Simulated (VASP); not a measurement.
Write the native input for VASP 6.6.1 that does the following.

| Quantity | Value |
| --- | --- |
| Task | single point |
| Functional | PBE |
| Potentials or basis | VASP PAW PBE potentials, release 64 (Mg, O) |
| Cutoff | 520 eV |
| k mesh | 6 × 6 × 6 |
| Occupations | gaussian, width 0.05 eV |
| Spin | no spin polarisation |
| Dipole correction | no |
| Further INCAR settings | ALGO = Normal; EDIFF = 1e-06; NBANDS = 26 |

The structure of MgO lies in POSCAR:

```
MgO
1.0
    4.2703000000      0.0000000000      0.0000000000
    0.0000000000     -4.2703000000      0.0000000000
    0.0000000000      0.0000000000     -4.2703000000
Mg O
4 4
Direct
   -0.0198704573      0.5198704573      0.5000000000
    0.5000000000      0.0000000000      0.5000000000
    0.5000000000      0.5000000000      0.0000000000
    0.0000000000      0.0000000000      0.0000000000
    0.5000000000      0.0000000000      0.0000000000
    0.0000000000      0.5000000000      0.0000000000
    0.0000000000      0.0000000000      0.5000000000
    0.5000000000      0.5000000000      0.5000000000
```

This cell differs from its parent crystal: atom 1 (Mg) moved -0.120 Å along Cartesian [1 1 0].

These files were run (other wordings do the same):

INCAR

```
SYSTEM = MgO
PREC = Accurate
ENCUT = 520
EDIFF = 1E-6
ISMEAR = 0
SIGMA = 0.05
LREAL = .FALSE.
LASPH = .TRUE.
NELM = 100
ALGO = Normal
ISIF = 2
LWAVE = .FALSE.
LCHARG = .FALSE.
GGA = PE
NBANDS = 26
```

KPOINTS

```
Automatic mesh
0
G
  6 6 6
  0 0 0
```

Potentials or basis: VASP PAW PBE potentials, release 64 (Mg, O).

The run is started by

```console
$ cat potpaw_PBE.64/Mg/POTCAR potpaw_PBE.64/O/POTCAR > POTCAR
$ mpirun -np 1 vasp_std > vasp.out
```

Results of the run:

The pressure is -2.1 GPa. The largest force is 1.049 eV/Å. The band gap on the k mesh is 4.33 eV.

Caveat: the cell differs from its parent crystal (atom 1 (Mg) moved -0.120 Å along Cartesian [1 1 0]); forces of over 1 eV/Å act on the atoms, so gaps and moduli don't describe the material at rest.

It took 51 s on 1 thread of Intel Xeon 6975P-C, with other jobs on the host, peak memory 0.22 GiB.
